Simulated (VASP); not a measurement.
Na, 2 atoms in the cell. The structure is cubic, space group Fd-3m (No. 227). The conventional cell has a = 6.979 Å, b = 6.979 Å, c = 6.979 Å, α = 90.00°, β = 90.00°, γ = 90.00°. Na (site symmetry -43m) has 4 Na at 3.02 Å within 4.0 Å. This isn't the form of Na at room conditions, which is bcc.

- Program: VASP 6.6.1
- Task: single point
- Functional: LDA
- Potentials or basis: VASP PAW LDA potentials, release 64 (Na_pv)
- Cutoff: 520 eV
- k mesh: 9 × 9 × 9
- Occupations: fermi-dirac, width 0.1 eV
- Spin: no spin polarisation
- Dipole correction: no
- Further INCAR settings: ALGO = Normal; EDIFF = 1e-07; NBANDS = 14

Potentials or basis: VASP PAW LDA potentials, release 64 (Na_pv).

Launch:

```sh
$ cat potpaw_LDA.64/Na_pv/POTCAR > POTCAR
$ mpirun -np 1 vasp_std > vasp.out
```

Hardware: 1 thread of Intel(R) Xeon(R) Platinum 8488C (Sapphire Rapids), with other jobs on the host.

Problem. Estimate the wall time of this run.

Solution. Run time: 25 s on 1 thread of Intel(R) Xeon(R) Platinum 8488C (Sapphire Rapids), with other jobs on the host, peak memory 0.19 GiB. Counts: scf iterations 11, k points 35.
